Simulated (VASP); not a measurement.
# SnO2 (P2_1/c) in VASP: single point with r2SCAN

Aim: the single point of SnO2 with r2SCAN.

Program: VASP 6.6.1. These are calculated values, not measurements. Logs are shortened: lines on timing, memory, paths and dates and some standing lists are left out, and cuts for length are marked.

**1. The cell of the first run**

Symmetry: P2_1/c, No. 14, monoclinic system. The conventional cell has a = 3.205 Å, b = 4.759 Å, c = 5.617 Å, α = 90.00°, β = 122.17°, γ = 90.00°. Within 2.7 Å of Sn (site symmetry -1) lie 6 O at 2.05 to 2.09 Å. Within 2.7 Å of O (site symmetry 1) lie 3 Sn at 2.05 to 2.09 Å and 1 O at 2.61 Å.

**2. Single point, r2SCAN (shear of c along a, cell held: +4.5 %, then relaxed in part)**

POSCAR

```
SnO2
1.0
    4.7592005654      0.0000000000      0.0000000000
    0.0000000000      4.7592005654      0.0000000000
    0.1440571484      0.0000000000      3.2012699648
Sn O
2 4
Direct
    0.5000000000      0.5000000000      0.5000000000
    0.0000000000      0.0000000000      0.0000000000
    0.1951195588      0.8067791450      0.4943855819
    0.8048804412      0.1932208550      0.5056144181
    0.3048804412      0.3067791450      0.0056144181
    0.6951195588      0.6932208550     -0.0056144181
```

INCAR.step1

```
SYSTEM = SnO2
ALGO = Normal
EDIFF = 1E-4
ENCUT = 520
GGA = PE
ISMEAR = 0
LASPH = .TRUE.
LCHARG = .FALSE.
LREAL = .FALSE.
LWAVE = .TRUE.
NBANDS = 35
NELM = 100
PREC = Accurate
SIGMA = 0.02
```

INCAR.step2

```
SYSTEM = SnO2
ALGO = Normal
EDIFF = 1E-7
ENCUT = 520
ISIF = 2
ISMEAR = 0
ISTART = 1
LASPH = .TRUE.
LCHARG = .TRUE.
LELF = .TRUE.
LMIXTAU = .TRUE.
LREAL = .FALSE.
LVHAR = .TRUE.
LWAVE = .FALSE.
METAGGA = R2SCAN
NBANDS = 35
NELM = 100
PREC = Accurate
SIGMA = 0.02
```

KPOINTS

```
k-points
0
G
  6 6 8
  0 0 0
```

Potentials or basis: VASP PAW PBE potentials, release 64 (Sn_d, O).

Started as:

```sh
$ cat potpaw_PBE.64/Sn_d/POTCAR potpaw_PBE.64/O/POTCAR > POTCAR
$ cp INCAR.step1 INCAR
$ mpirun -np 1 vasp_std > vasp.out
$ cp INCAR.step2 INCAR
$ mpirun -np 1 vasp_std > vasp.out
```

OUTCAR:

```text
SYSTEM = SnO2
   EDIFF = 1E-7
   ENCUT = 520
   ISIF = 2
   ISMEAR = 0
   ISTART = 1
   LASPH = .TRUE.
   LREAL = .FALSE.
   METAGGA = R2SCAN
   NELM = 100
   PREC = Accurate

 ion  position               nearest neighbor table
   1  0.500  0.500  0.500-   5 2.05   6 2.05   4 2.06   3 2.06   6 2.09   5 2.09   2 3.68   2 3.68
                             2 3.68   2 3.68
   2  0.000  0.000  0.000-   4 2.05   3 2.05   6 2.06   5 2.06   4 2.09   3 2.09   1 3.68   1 3.68
                             1 3.68   1 3.68
   3  0.195  0.807  0.494-   2 2.05   1 2.06   2 2.09
   4  0.805  0.193  0.506-   2 2.05   1 2.06   2 2.09
   5  0.305  0.307  0.006-   1 2.05   2 2.06   1 2.09
   6  0.695  0.693  0.994-   1 2.05   2 2.06   1 2.09

  LATTYP: Found a simple monoclinic cell.
 ALAT       =     3.2045096114
 B/A-ratio  =     1.4851572136
 C/A-ratio  =     1.4851572136
 COS(beta)  =    -0.0449545066

  Lattice vectors:

 A1 = (   0.1440571484,   0.0000000000,   3.2012699648)
 A2 = (   0.0000000000,   4.7592005654,   0.0000000000)
 A3 = (  -4.7592005654,   0.0000000000,   0.0000000000)

Analysis of symmetry for initial positions (statically):
=====================================================================
 Subroutine PRICEL returns:
 Original cell was already a primitive cell.

 Routine SETGRP: Setting up the symmetry group for a
 simple monoclinic supercell.

 Subroutine GETGRP returns: Found  4 space group operations
 (whereof  2 operations were pure point group operations)
 out of a pool of  4 trial point group operations.

The static configuration has the point symmetry S_2 .
 The point group associated with its full space group is C_2h.

Analysis of symmetry for dynamics (positions and initial velocities):
=====================================================================
 Subroutine PRICEL returns:
 Original cell was already a primitive cell.

 Routine SETGRP: Setting up the symmetry group for a
 simple monoclinic supercell.

 Subroutine GETGRP returns: Found  4 space group operations
 (whereof  2 operations were pure point group operations)
 out of a pool of  4 trial point group operations.

The dynamic configuration has the point symmetry S_2 .
 The point group associated with its full space group is C_2h.

 Subroutine INISYM returns: Found  4 space group operations
 (whereof  2 operations are pure point group operations),
 and found     1 'primitive' translations

----------------------------------------------------------------------------------------

                                     Primitive cell

  volume of cell :      72.5087

  direct lattice vectors                    reciprocal lattice vectors
     4.759200565  0.000000000  0.000000000     0.210119323  0.000000000 -0.009455370
     0.000000000  4.759200565  0.000000000     0.000000000  0.210119323  0.000000000
     0.144057148  0.000000000  3.201269965     0.000000000  0.000000000  0.312376029

  length of vectors
     4.759200565  4.759200565  3.204509611     0.210331961  0.210119323  0.312376029

  position of ions in fractional coordinates (direct lattice)
     0.500000000  0.500000000  0.500000000
     0.000000000  0.000000000  0.000000000
     0.195119559  0.806779145  0.494385582
     0.804880441  0.193220855  0.505614418
     0.304880441  0.306779145  0.005614418
     0.695119559  0.693220855  0.994385582

  ion indices of the primitive-cell ions
   primitive index   ion index
                 1           1
                 2           2
                 3           3
                 4           4
                 5           5
                 6           6

----------------------------------------------------------------------------------------

 KPOINTS: k-points

Automatic generation of k-mesh.
 Grid dimensions read from file:
 generate k-points for:    6    6    8

 Generating k-lattice:

  Cartesian coordinates                     Fractional coordinates (reciprocal lattice)
     0.035019887  0.000000000 -0.001575895     0.166666667  0.000000000  0.000000000
     0.000000000  0.035019887  0.000000000     0.000000000  0.166666667  0.000000000
     0.000000000  0.000000000  0.039047004     0.000000000  0.000000000  0.125000000

  Length of vectors
     0.035055327  0.035019887  0.039047004

  Shift w.r.t. Gamma in fractional coordinates (k-lattice)
     0.000000000  0.000000000  0.000000000

 Subroutine IBZKPT returns following result:
 ===========================================

 Found    104 irreducible k-points:

 Following reciprocal coordinates:
            Coordinates               Weight
  0.000000  0.000000  0.000000      1.000000
  0.166667  0.000000  0.000000      2.000000
  0.333333  0.000000 -0.000000      2.000000
  0.500000  0.000000  0.000000      1.000000
  0.000000  0.166667  0.000000      2.000000
  0.166667  0.166667  0.000000      4.000000
[... 16 lines left out ...]
  0.000000  0.166667  0.125000      4.000000
  0.166667  0.166667  0.125000      4.000000
 [... further k-points ...]
   k-points           NKPTS =    104   k-points in BZ     NKDIM =    104   number of bands    NBANDS=     35
   number of dos      NEDOS =    301   number of ions     NIONS =      6
   total plane-waves  NPLWV =  31104
   dimension x,y,z NGX =    36 NGY =   36 NGZ =   24
   dimension x,y,z NGXF=    72 NGYF=   72 NGZF=   48
   ions per type =               2   4
   NGX,Y,Z   is equivalent  to a cutoff of  12.58, 12.58, 12.45 a.u.
   NGXF,Y,Z  is equivalent  to a cutoff of  25.15, 25.15, 24.90 a.u.
 SYSTEM =  SnO2
   PREC   = accura    normal or accurate (medium, high low for compatibility)
   ISTART =      1    job   : 0-new  1-cont  2-samecut
   ICHARG =      0    charge: 1-file 2-atom 10-const
   ISPIN  =      1    spin polarized calculation?
   LNONCOLLINEAR =      F non collinear calculations
   LSORBIT =      F    spin-orbit coupling
   LASPH  =      T    aspherical Exc in radial PAW
   ENCUT  =  520.0 eV  38.22 Ry    6.18 a.u.   8.85  8.85  5.96*2*pi/ulx,y,z
   NELM   =    100;   NELMIN=  2; NELMDL=  0     # of ELM steps
   EDIFF  = 0.1E-06   stopping-criterion for ELM
   LREAL  =      F    real-space projection
   EDIFFG = 0.1E-05   stopping-criterion for IOM
   NSW    =      0    number of steps for IOM
   IBRION =     -1    ionic relax: 0-MD 1-quasi-New 2-CG
   NFREE  =      0    steps in history (QN), initial steepest desc. (CG)
   ISIF   =      2    stress and relaxation
   ISYM   =      2    0-nonsym 1-usesym 2-fastsym
   POTIM  = 0.5000    time-step for ionic-motion
   TEBEG  =    0.0;   TEEND  =   0.0 temperature during run
   PSTRESS=    0.0 pullay stress
   NELECT =      52.0000    total number of electrons
   NUPDOWN=      -1.0000    fix difference up-down
   EMIN   =  10.00;   EMAX   =-10.00  energy-range for DOS
   EFERMI =   0.00;   METHOD = LEGACY
   ISMEAR =     0;   SIGMA  =   0.02  broadening in eV -4-tet -1-fermi 0-gaus
   EFERMI_NEDOS =   21; number of points for ismear=-14 and -15
   IALGO  =     38    algorithm
   IMIX   =      4    mixing-type and parameters
     AMIX     =   0.40;   BMIX     =  1.00
     AMIX_MAG =   1.60;   BMIX_MAG =  1.00
  volume/ion in A,a.u.               =      12.08        81.55
  Fermi-wavevector in a.u.,A,eV,Ry     =   1.465365  2.769138 29.215720  2.147295
  Thomas-Fermi vector in A             =   2.581231
   LORBIT       =      0    0 simple, 1 ext, 2 COOP (PROOUT), +10 PAW based schemes
   METAGGA = R2SCAN    functional components
   LHFCALC =     F    Hartree Fock is set to
   AEXX    =    0.0000 exact exchange contribution
   IVDW    =     0    specifies the selected vdW correction
   LEPSILON=     F    determine dielectric tensor
   LRPA    =     F    only Hartree local field effects (RPA)
 non-spin polarized calculation
 Gauss-broadening in eV      SIGMA  =   0.02
  energy-cutoff  :      520.00
  volume of cell :       72.51
 maximum number of plane-waves:      1975
   NGX = 17   NGY = 17   NGZ = 11

 number of electron      52.0000003 magnetization

 Free energy of the ion-electron system (eV)
  ---------------------------------------------------
  ext. energy  EPLUGINS =         0.00000000
  ---------------------------------------------------
  free energy    TOTEN  =       -84.58364574 eV

  energy without entropy =      -84.58364574  energy(sigma->0) =      -84.58364574

 E-fermi :   5.7616     XC(G=0): -11.9716

 val. band max:        5.5775747044   @ k =   0.0000   0.0000   0.0000
 cond. band min:       7.3441729590   @ k =   0.0000   0.0000   0.0000
 fundamental gap:      1.7665982545
 Fermi energy:         5.7616414418

 k-point     1 :       0.0000    0.0000    0.0000
  band No.  band energies     occupation
      1     -16.1756      2.00000
      2     -15.2648      2.00000
      3     -14.9827      2.00000
      4     -14.9666      2.00000
      5     -14.9443      2.00000
      6     -14.8960      2.00000
[... 27 lines left out ...]
     34      18.6708      0.00000
     35      18.9791      0.00000

 k-point     2 :       0.1667    0.0000    0.0000
  band No.  band energies     occupation
      1     -16.1284      2.00000
      2     -15.3224      2.00000
      3     -14.9885      2.00000
      4     -14.9653      2.00000
      5     -14.9462      2.00000
      6     -14.9289      2.00000
[... 27 lines left out ...]
     34      18.6378      0.00000
     35      18.9417      0.00000

 k-point     3 :       0.3333    0.0000   -0.0000
  band No.  band energies     occupation
      1     -15.9903      2.00000
      2     -15.5209      2.00000
      3     -14.9903      2.00000
      4     -14.9651      2.00000
      5     -14.9503      2.00000
      6     -14.9484      2.00000
[... 27 lines left out ...]
     34      18.6611      0.00000
     35      18.8778      0.00000
[... 723 lines left out ...]
 k-point    23 :       0.0000    0.1667    0.1250
  band No.  band energies     occupation
      1     -16.0582      2.00000
      2     -15.2911      2.00000
      3     -15.1650      2.00000
      4     -15.1191      2.00000
      5     -14.9135      2.00000
      6     -14.8967      2.00000
[... 27 lines left out ...]
     34      18.5043      0.00000
     35      18.8720      0.00000

 k-point    24 :       0.1667    0.1667    0.1250
  band No.  band energies     occupation
      1     -16.0314      2.00000
      2     -15.3521      2.00000
      3     -15.1776      2.00000
      4     -15.1348      2.00000
      5     -14.9149      2.00000
      6     -14.8742      2.00000
[... 27 lines left out ...]
     34      18.5537      0.00000
     35      18.7755      0.00000

 [... further k-points ...]
[... 5 lines left out ...]
  --------------------------------------------------------------------------------------
  -------------------------------------------------------------------------------------
  Total        0.4160607      0.5070727      0.6153622      0.0000000      0.0000000     -2.0629004
  in kB        9.1934177     11.2044483     13.5972504      0.0000000      0.0000000    -45.5825398
  external PRESSURE =      11.3317054 kB  Pullay stress =       0.0000000 kB

 VOLUME and BASIS-vectors are now :
 -----------------------------------------------------------------------------
  energy-cutoff  :      520.00
  volume of cell :       72.51
      direct lattice vectors                 reciprocal lattice vectors
     4.759200565  0.000000000  0.000000000     0.210119323  0.000000000 -0.009455370
     0.000000000  4.759200565  0.000000000     0.000000000  0.210119323  0.000000000
     0.144057148  0.000000000  3.201269965     0.000000000  0.000000000  0.312376029

 POSITION                                       TOTAL-FORCE (eV/Angst)
 -----------------------------------------------------------------------------------
      2.45163      2.37960      1.60063         0.000000      0.000000      0.000000
      0.00000      0.00000      0.00000         0.000000      0.000000      0.000000
      0.99983      3.83962      1.58266         0.021537     -0.018304     -0.013276
      3.90342      0.91958      1.61861        -0.021537      0.018304      0.013276
      1.45180      1.46002      0.01797        -0.021537     -0.018304      0.013276
      3.45146      3.29918      3.18330         0.021537      0.018304     -0.013276
 -----------------------------------------------------------------------------------
    total drift:                                0.000000      0.000000      0.000000

  FREE ENERGIE OF THE ION-ELECTRON SYSTEM (eV)
  ---------------------------------------------------
  free  energy   TOTEN  =       -84.5836457356 eV

  energy  without entropy=      -84.5836457356  energy(sigma->0) =      -84.58364574
```

Run time: 10 min. Hardware: 1 thread of Intel Xeon 8259CL, shared host; peak memory 0.32 GiB.

Results:

| Item | Value |
| --- | --- |
| Free energy | -84.5836 eV |
| Pressure | 1.1 GPa |
| Largest force | 0.031 eV/Å |
| Band gap on the k mesh | 1.77 eV |

Forces on the atoms (eV/Å):
```
Sn   0.000  0.000  0.000
Sn   0.000  0.000  0.000
O    0.022 -0.018 -0.013
O   -0.022  0.018  0.013
O   -0.022 -0.018  0.013
O    0.022  0.018 -0.013
```

Caveat: the cell differs from its parent crystal (shear of c along a, cell held: +4.5 %, then relaxed in part); the PAW data sets were made with another functional, which shifts forces and pressure a little; spin-orbit coupling is left out, which moves the levels of the heavy elements.
